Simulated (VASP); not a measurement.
Runs of VASP 6.6.1 on Ag. The structure is that of space group P6_3/mmc (No. 194), or close to it. The cells are those of the table. 

```tsv
cell	gap on the mesh (eV)	pressure (GPa)
a = 2.904, b = 2.904, c = 4.747 Å, angles 90.0, 90.0, 120.0°, 2 atoms	none	-4.3
a = 2.877, b = 2.877, c = 4.703 Å, angles 90.0, 90.0, 120.0°, 2 atoms	none	(a)
a = 2.981, b = 2.981, c = 4.874 Å, angles 90.0, 90.0, 120.0°, 2 atoms	none	-10.0
a = 3.006, b = 3.006, c = 4.914 Å, angles 90.0, 90.0, 120.0°, 2 atoms	none	-11.3
a = 2.956, b = 2.956, c = 4.832 Å, angles 90.0, 90.0, 120.0°, 2 atoms	none	-8.5
a = 2.930, b = 2.930, c = 4.790 Å, angles 90.0, 90.0, 120.0°, 2 atoms	none	(b)
a = 2.850, b = 2.850, c = 4.659 Å, angles 90.0, 90.0, 120.0°, 2 atoms	none	1.9
```

Alike in all rows: task single point; level PBEsol; potentials or basis VASP PAW PBE potentials, release 64 (Ag); no spin polarisation; k mesh 11 × 11 × 6; cutoff (eV) 500; smearing methfessel-paxton 0.1 eV.

Task: Estimate the missing entries.

Result: (a) -1.5; (b) -6.6.

Caveats: the PAW data sets were made with another functional, which shifts forces and pressure a little.

A k mesh can miss the band edges, and the runs leave out spin-orbit coupling on Ag.

A gap of «none» marks levels without a gap at the run's occupations.
